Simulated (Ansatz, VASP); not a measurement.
## Two plane-wave programs on Hg

```
CELL_PARAMETERS angstrom
5.63515 0.00000 0.09925
0.00000 5.57764 0.00000
-2.62885 0.00000 4.67015
ATOMIC_POSITIONS crystal
Hg 0.00000 0.50000 0.50000
Hg 0.00000 0.00000 0.00000
Hg 0.33333 0.99999 0.66667
Hg 0.66667 0.49999 0.83333
Hg 0.66667 0.00001 0.33333
Hg 0.33333 0.50001 0.16667
```

Alike in both runs: task single point; functional PBE; k mesh 4 × 4 × 4; occupations fermi-dirac, width 0.001 eV; no spin polarisation.

|  | VASP | Ansatz |
| --- | --- | --- |
| version | VASP 6.6.1 | Ansatz 0.2.0 |
| potentials or method | VASP PAW PBE potentials, release 64 (Hg) | plane waves |
| plane-wave cutoff (eV) | 520 | 420 |
| valence electrons in the cell | 72 | 120 |

VASP gave:

```
pressure (GPa)                                                : 3.6
traceless stress, the component that is largest in VASP (GPa) : -1.17
```

Question: Which values does Ansatz return?

Answer: Pressure (GPa): 3.3; traceless stress, the component that is largest in VASP (GPa): -1.11.

VASP's potentials hold 72 valence electrons a cell and Ansatz's 120, so a difference there can come from the potentials and not from the codes. Ansatz's warnings: structure snapped to symmetry.

Spin-orbit coupling is off throughout.
